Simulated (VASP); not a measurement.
# Tm (P6_3/mmc) in VASP: relaxation of cell and atoms with PBE

Aim: the relaxation of cell and atoms of Tm with PBE.

Program: VASP 6.6.1. These are calculated values, not measurements. Logs are shortened: lines on timing, memory, paths and dates and some standing lists are left out, and cuts for length are marked.

## Step 1: The cell of the first run

Symmetry: P6_3/mmc, No. 194, hexagonal system. Conventional cell: a = 3.540 Å, b = 3.540 Å, c = 5.558 Å, α = 90.00°, β = 90.00°, γ = 120.00°. Tm (site symmetry -6m2) has 12 Tm at 3.45 to 3.54 Å within 4.5 Å.

## Step 2: Relaxation of cell and atoms, PBE, collinear spin, ferromagnetic start

The input, INCAR:

```
PREC = Accurate
ENCUT = 600
EDIFF = 1E-6
ISMEAR = 0
SIGMA = 0.05
LREAL = F
LASPH = T
NELM = 150
ALGO = Normal
ISIF = 3
LWAVE = F
LCHARG = F
ISPIN = 2
MAGMOM = 2 2
LORBIT = 11
LMAXMIX = 6
GGA = PE
IBRION = 2
NSW = 80
EDIFFG = -0.03
```

The input, KPOINTS:

```
Automatic mesh
0
Gamma
  6 6 4
```

The input, POSCAR:

```
Tm
1.0
    3.5400000000      0.0000000000      0.0000000000
   -1.7700000000      3.0657299294      0.0000000000
    0.0000000000      0.0000000000      5.5578000000
Tm
2
Direct
    0.3333333333      0.6666666667      0.7500000000
    0.6666666667      0.3333333333      0.2500000000
```

Potentials or basis: VASP PAW PBE potentials, release 64 (Tm).

Run with:

```bash
> cat potpaw_PBE.64/Tm/POTCAR > POTCAR
> mpirun -np 1 vasp_std > vasp.out
```

OUTCAR:

```text
PREC = Accurate
   ENCUT = 600
   EDIFF = 1E-6
   ISMEAR = 0
   LREAL = F
   LASPH = T
   NELM = 150
   ISIF = 3
   ISPIN = 2
   LORBIT = 11
   GGA = PE
   IBRION = 2
   NSW = 80
   EDIFFG = -0.03

 ion  position               nearest neighbor table
   1  0.333  0.667  0.750-   2 3.45   2 3.45   2 3.45   2 3.45   2 3.45   2 3.45
   2  0.667  0.333  0.250-   1 3.45   1 3.45   1 3.45   1 3.45   1 3.45   1 3.45

  LATTYP: Found a hexagonal cell.
 ALAT       =     3.5400000000
 C/A-ratio  =     1.5700000000

  Lattice vectors:

 A1 = (   3.5400000000,   0.0000000000,   0.0000000000)
 A2 = (  -1.7700000000,   3.0657299294,   0.0000000000)
 A3 = (   0.0000000000,   0.0000000000,   5.5578000000)

Analysis of symmetry for initial positions (statically):
=====================================================================
 Subroutine PRICEL returns:
 Original cell was already a primitive cell.

 Routine SETGRP: Setting up the symmetry group for a
 hexagonal supercell.

 Subroutine GETGRP returns: Found 24 space group operations
 (whereof 12 operations were pure point group operations)
 out of a pool of 24 trial point group operations.

The static configuration has the point symmetry D_3d.
 The point group associated with its full space group is D_6h.

Analysis of symmetry for dynamics (positions and initial velocities):
=====================================================================
 Subroutine PRICEL returns:
 Original cell was already a primitive cell.

 Routine SETGRP: Setting up the symmetry group for a
 hexagonal supercell.

 Subroutine GETGRP returns: Found 24 space group operations
 (whereof 12 operations were pure point group operations)
 out of a pool of 24 trial point group operations.

The dynamic configuration has the point symmetry D_3d.
 The point group associated with its full space group is D_6h.

Analysis of structural, dynamic, and magnetic symmetry:
=====================================================================
 Subroutine PRICEL returns:
 Original cell was already a primitive cell.

 Routine SETGRP: Setting up the symmetry group for a
 hexagonal supercell.

 Subroutine GETGRP returns: Found 24 space group operations
 (whereof 12 operations were pure point group operations)
 out of a pool of 24 trial point group operations.

The overall configuration has the point symmetry D_3d.
 The point group associated with its full space group is D_6h.

 Subroutine INISYM returns: Found 24 space group operations
 (whereof 12 operations are pure point group operations),
 and found     1 'primitive' translations

----------------------------------------------------------------------------------------

                                     Primitive cell

  volume of cell :      60.3170

  direct lattice vectors                    reciprocal lattice vectors
     3.540000000  0.000000000  0.000000000     0.282485876  0.163093296  0.000000000
    -1.770000000  3.065729929  0.000000000     0.000000000  0.326186593  0.000000000
     0.000000000  0.000000000  5.557800000     0.000000000  0.000000000  0.179927309

  length of vectors
     3.540000000  3.540000000  5.557800000     0.326186593  0.326186593  0.179927309

  position of ions in fractional coordinates (direct lattice)
     0.333333333  0.666666667  0.750000000
     0.666666667  0.333333333  0.250000000

  ion indices of the primitive-cell ions
   primitive index   ion index
                 1           1
                 2           2

----------------------------------------------------------------------------------------

 KPOINTS: Automatic mesh

Automatic generation of k-mesh.
 Grid dimensions read from file:
 generate k-points for:    6    6    4

 Generating k-lattice:

  Cartesian coordinates                     Fractional coordinates (reciprocal lattice)
     0.047080979  0.027182216  0.000000000     0.166666667 -0.000000000  0.000000000
     0.000000000  0.054364432  0.000000000     0.000000000  0.166666667  0.000000000
     0.000000000  0.000000000  0.044981827     0.000000000  0.000000000  0.250000000

  Length of vectors
     0.054364432  0.054364432  0.044981827

  Shift w.r.t. Gamma in fractional coordinates (k-lattice)
     0.000000000  0.000000000  0.000000000

 Subroutine IBZKPT returns following result:
 ===========================================

 Found     21 irreducible k-points:

 Following reciprocal coordinates:
            Coordinates               Weight
  0.000000  0.000000  0.000000      1.000000
  0.166667  0.000000  0.000000      6.000000
  0.333333  0.000000  0.000000      6.000000
  0.500000  0.000000  0.000000      3.000000
  0.166667  0.166667  0.000000      6.000000
  0.333333  0.166667  0.000000     12.000000
[... 13 lines left out ...]
  0.333333  0.166667  0.500000     12.000000
  0.333333  0.333333  0.500000      2.000000
   k-points           NKPTS =     21   k-points in BZ     NKDIM =     21   number of bands    NBANDS=     29
   number of dos      NEDOS =    301   number of ions     NIONS =      2
   total plane-waves  NPLWV =  37632
   dimension x,y,z NGX =    28 NGY =   28 NGZ =   48
   dimension x,y,z NGXF=    56 NGYF=   56 NGZF=   96
   ions per type =               2
   NGX,Y,Z   is equivalent  to a cutoff of  13.15, 13.15, 14.36 a.u.
   NGXF,Y,Z  is equivalent  to a cutoff of  26.30, 26.30, 28.72 a.u.
 SYSTEM =  unknown system
   PREC   = accura    normal or accurate (medium, high low for compatibility)
   ISTART =      0    job   : 0-new  1-cont  2-samecut
   ICHARG =      2    charge: 1-file 2-atom 10-const
   ISPIN  =      2    spin polarized calculation?
   LNONCOLLINEAR =      F non collinear calculations
   LSORBIT =      F    spin-orbit coupling
   LASPH  =      T    aspherical Exc in radial PAW
   ENCUT  =  600.0 eV  44.10 Ry    6.64 a.u.   7.07  7.07 11.10*2*pi/ulx,y,z
   NELM   =    150;   NELMIN=  2; NELMDL= -5     # of ELM steps
   EDIFF  = 0.1E-05   stopping-criterion for ELM
   LREAL  =      F    real-space projection
   EDIFFG = -.3E-01   stopping-criterion for IOM
   NSW    =     80    number of steps for IOM
   IBRION =      2    ionic relax: 0-MD 1-quasi-New 2-CG
   NFREE  =      1    steps in history (QN), initial steepest desc. (CG)
   ISIF   =      3    stress and relaxation
   ISYM   =      2    0-nonsym 1-usesym 2-fastsym
   POTIM  = 0.5000    time-step for ionic-motion
   TEBEG  =    0.0;   TEEND  =   0.0 temperature during run
   PSTRESS=    0.0 pullay stress
   NELECT =      46.0000    total number of electrons
   NUPDOWN=      -1.0000    fix difference up-down
   EMIN   =  10.00;   EMAX   =-10.00  energy-range for DOS
   EFERMI =   0.00;   METHOD = LEGACY
   ISMEAR =     0;   SIGMA  =   0.05  broadening in eV -4-tet -1-fermi 0-gaus
   EFERMI_NEDOS =   21; number of points for ismear=-14 and -15
   IALGO  =     38    algorithm
   IMIX   =      4    mixing-type and parameters
     AMIX     =   0.40;   BMIX     =  1.00
     AMIX_MAG =   1.60;   BMIX_MAG =  1.00
  volume/ion in A,a.u.               =      30.16       203.52
  Fermi-wavevector in a.u.,A,eV,Ry     =   1.495710  2.826482 30.438255  2.237149
  Thomas-Fermi vector in A             =   2.607820
   LORBIT       =     11    0 simple, 1 ext, 2 COOP (PROOUT), +10 PAW based schemes
   GGA     = PE    functional components
   LHFCALC =     F    Hartree Fock is set to
   AEXX    =    0.0000 exact exchange contribution
   IVDW    =     0    specifies the selected vdW correction
   LEPSILON=     F    determine dielectric tensor
   LRPA    =     F    only Hartree local field effects (RPA)
 conjugate gradient relaxation of ions
 spin polarized calculation
 Gauss-broadening in eV      SIGMA  =   0.05
  energy-cutoff  :      600.00
  volume of cell :       60.32
 maximum number of plane-waves:      2037
   NGX = 15   NGY = 15   NGZ = 23

--------------------------------------- Ionic step        1  -------------------------------------------

 number of electron      45.9999999 magnetization       2.2853745

 Free energy of the ion-electron system (eV)
  ---------------------------------------------------
  ext. energy  EPLUGINS =         0.00000000
  ---------------------------------------------------
  free energy    TOTEN  =        -7.87519884 eV

  energy without entropy =       -7.83451617  energy(sigma->0) =       -7.85485750

 E-fermi :   2.2713     XC(G=0): -10.2671

 val. band max:        2.2705684528   @ k =   0.3333   0.0000   0.5000
 cond. band min:       2.2741203026   @ k =   0.1667   0.1667   0.2500
 fundamental gap:      0.0035518497
 Fermi energy:         2.2712993878

 spin component 1

 k-point     1 :       0.0000    0.0000    0.0000
  band No.  band energies     occupation
      1     -48.1257      1.00000
      2     -48.0747      1.00000
      3     -21.6851      1.00000
      4     -21.1719      1.00000
      5     -21.1719      1.00000
      6     -21.0685      1.00000
[... 661 lines left out ...]
     28       3.3392      0.00000
     29       6.2896      0.00000
 Fermi energy:         2.2712993878

 spin component 2

 k-point     1 :       0.0000    0.0000    0.0000
  band No.  band energies     occupation
      1     -47.5935      1.00000
      2     -47.5397      1.00000
      3     -21.3720      1.00000
      4     -20.8053      1.00000
      5     -20.8053      1.00000
      6     -20.6972      1.00000
[... 764 lines left out ...]
  FREE ENERGIE OF THE ION-ELECTRON SYSTEM (eV)
  ---------------------------------------------------
  free  energy   TOTEN  =        -7.9520690295 eV

  energy  without entropy=       -7.9058407038  energy(sigma->0) =       -7.92895487

[... ionic steps 4 to 75 ...]

--------------------------------------- Ionic step       76  -------------------------------------------

 number of electron      46.0000006 magnetization      -2.0433326

------------------------ aborting loop because EDIFF is reached ----------------------------------------
[... 67 lines left out ...]
--------------------------------------- Ionic step       78  -------------------------------------------

 number of electron      46.0000007 magnetization      -2.0433936

 Free energy of the ion-electron system (eV)
  ---------------------------------------------------
  ext. energy  EPLUGINS =         0.00000000
  ---------------------------------------------------
  free energy    TOTEN  =        -8.06211636 eV

  energy without entropy =       -8.04656279  energy(sigma->0) =       -8.05433958

 E-fermi :   1.7726     XC(G=0):  -9.6390

 val. band max:        1.7710257785   @ k =   0.1667   0.0000   0.0000
 cond. band min:       1.7744151227   @ k =   0.3333   0.3333   0.5000
 fundamental gap:      0.0033893442
 Fermi energy:         1.7726291441

 spin component 1

 k-point     1 :       0.0000    0.0000    0.0000
  band No.  band energies     occupation
      1     -48.2435      1.00000
      2     -48.2163      1.00000
      3     -21.9055      1.00000
      4     -21.5073      1.00000
      5     -21.5073      1.00000
      6     -21.4481      1.00000
[... 661 lines left out ...]
     28       2.4913      0.00000
     29       5.5104      0.00000
 Fermi energy:         1.7726291441

 spin component 2

 k-point     1 :       0.0000    0.0000    0.0000
  band No.  band energies     occupation
      1     -48.7763      1.00000
      2     -48.7509      1.00000
      3     -22.2325      1.00000
      4     -21.8501      1.00000
      5     -21.8501      1.00000
      6     -21.8051      1.00000
[... 690 lines left out ...]
  FREE ENERGIE OF THE ION-ELECTRON SYSTEM (eV)
  ---------------------------------------------------
  free  energy   TOTEN  =        -8.0621163561 eV

  energy  without entropy=       -8.0465627949  energy(sigma->0) =       -8.05433958

 reached required accuracy - stopping structural energy minimisation

 total charge

# of ion       s       p       d       f       tot
--------------------------------------------------
    1        2.207   5.940   0.337  12.512  20.995
    2        2.207   5.940   0.337  12.512  20.995
--------------------------------------------------
tot          4.413  11.879   0.673  25.024  41.990

 magnetization (x)

# of ion       s       p       d       f       tot
--------------------------------------------------
    1       -0.005   0.042   0.066  -1.298  -1.194
    2       -0.005   0.042   0.066  -1.298  -1.194
--------------------------------------------------
tot         -0.009   0.084   0.132  -2.596  -2.389
```

It took 77 min on 1 thread of Intel Xeon 6975P-C (Granite Rapids), shared host; peak memory 0.36 GiB.

Results:

- Free energy: -8.0621 eV
- Relaxed volume: 34.59 Å³/atom
- Relaxed cell: a = 3.687 Å, b = 3.687 Å, c = 5.879 Å, α = 90.00°, β = 90.00°, γ = 120.00°
- Space group after relaxing (to 0.05 Å): P6_3/mmc (No. 194)
- Energy gained by relaxing: 93.5 meV/atom
- Ionic steps: 78
- Pressure after relaxing: 0.1 GPa
- Net moment: -2.04 μB per cell
- Site moments: Tm -1.19 μB
- Valence electrons inside the program's atomic spheres: Tm 21.00

The path:
| step | energy change (eV) | largest force (eV/Å) | pressure (GPa) | volume (Å³) |
| --- | --- | --- | --- | --- |
| 1 | 0.0000 | 0.0000 | 4.36 | 60.32 |
| 3 | -0.0769 | 0.0000 | 0.39 | 66.03 |
| 5 | -0.1835 | 0.0000 | 0.17 | 67.03 |
| 7 | -0.1850 | 0.0000 | 1.59 | 67.47 |
| 9 | -0.1860 | 0.0000 | 0.04 | 67.84 |
| 11 | -0.1858 | 0.0000 | -1.13 | 67.75 |
| 13 | -0.1855 | 0.0000 | 0.63 | 67.61 |
| 15 | -0.1857 | 0.0000 | 0.66 | 67.71 |
| 17 | -0.1858 | 0.0000 | 0.01 | 67.74 |
| 19 | -0.1859 | 0.0000 | 0.46 | 67.82 |
| 21 | -0.1869 | 0.0000 | 0.09 | 68.55 |
| 23 | -0.1870 | 0.0000 | 0.38 | 68.70 |
| 25 | -0.1869 | 0.0000 | -0.66 | 69.29 |
| 27 | -0.1869 | 0.0000 | 0.16 | 69.17 |
| 29 | -0.1869 | 0.0000 | -0.16 | 69.11 |
| 31 | -0.1867 | 0.0000 | 0.33 | 68.85 |
| 33 | -0.1867 | 0.0000 | -0.24 | 68.86 |
| 35 | -0.1867 | 0.0000 | 0.99 | 68.79 |
| 37 | -0.1867 | 0.0000 | 0.35 | 68.86 |
| 39 | -0.1867 | 0.0000 | -1.78 | 68.82 |
| 41 | -0.1867 | 0.0000 | 0.67 | 68.71 |
| 43 | -0.1867 | 0.0000 | 2.47 | 68.79 |
| 45 | -0.1867 | 0.0000 | 0.92 | 68.81 |
| 47 | -0.1867 | 0.0000 | 0.57 | 68.81 |
| 49 | -0.1867 | 0.0000 | 0.10 | 68.82 |
| 51 | -0.1868 | 0.0000 | -0.04 | 68.86 |
| 53 | -0.1868 | 0.0000 | 0.35 | 68.88 |
| 55 | -0.1869 | 0.0000 | 0.22 | 68.95 |
| 57 | -0.1869 | 0.0000 | -0.51 | 69.23 |
| 59 | -0.1869 | 0.0000 | 0.32 | 69.18 |
| 61 | -0.1869 | 0.0000 | 0.46 | 69.22 |
| 63 | -0.1868 | 0.0000 | -0.04 | 69.29 |
| 65 | -0.1869 | 0.0000 | 0.46 | 69.25 |
| 67 | -0.1869 | 0.0000 | -0.36 | 69.25 |
| 69 | -0.1869 | 0.0000 | -0.44 | 69.25 |
| 71 | -0.1869 | 0.0000 | 0.46 | 69.19 |
| 73 | -0.1869 | 0.0000 | -0.31 | 69.19 |
| 75 | -0.1869 | 0.0000 | -0.13 | 69.19 |
| 77 | -0.1869 | 0.0000 | 0.74 | 69.18 |
| 78 | -0.1869 | 0.0000 | 0.08 | 69.19 |

Final structure:
```
Tm
1.0
     3.68652    0.00000    0.00000
    -1.84326    3.19262    0.00000
     0.00000    0.00000    5.87851
Tm
2
Cartesian
  0.0000 2.1284 4.4089
  1.8433 1.0642 1.4696
```

Levels at points of the mesh, in eV from the Fermi level:
Spin up:
```csv
k point,band 20,band 21,band 22,band 23,band 24,band 25
"(0.00, 0.00, 0.00)",-0.19,-0.09,-0.05,-0.03,-0.02,0.70
"(0.50, 0.00, 0.00)",-0.16,-0.13,-0.11,0.06,0.11,0.12
"(0.00, 0.00, 0.50)",-0.19,-0.11,-0.11,0.00,0.00,1.61
"(0.50, 0.00, 0.50)",-0.14,-0.06,-0.06,0.08,0.08,0.54
```
Spin down:
```csv
k point,band 20,band 21,band 22,band 23,band 24,band 25,band 26,band 27,band 28,band 29
"(0.00, 0.00, 0.00)",-1.10,-1.08,-1.08,-1.08,-1.08,0.86,2.74,2.74,2.88,3.38
"(0.50, 0.00, 0.00)",-1.09,-1.08,-1.06,-1.04,-0.68,-0.09,0.30,2.00,2.54,2.61
"(0.00, 0.00, 0.50)",-1.08,-1.06,-1.06,-1.06,-1.06,1.65,1.65,2.69,2.69,2.69
"(0.50, 0.00, 0.50)",-1.14,-1.11,-1.11,-1.05,-1.05,0.68,0.68,1.75,1.75,3.85
```

Caveat: the magnetic or orbital state may not be the lowest; spin-orbit coupling is left out, which moves the levels of the heavy elements. The state reached can hang on the start; a lower one may exist.
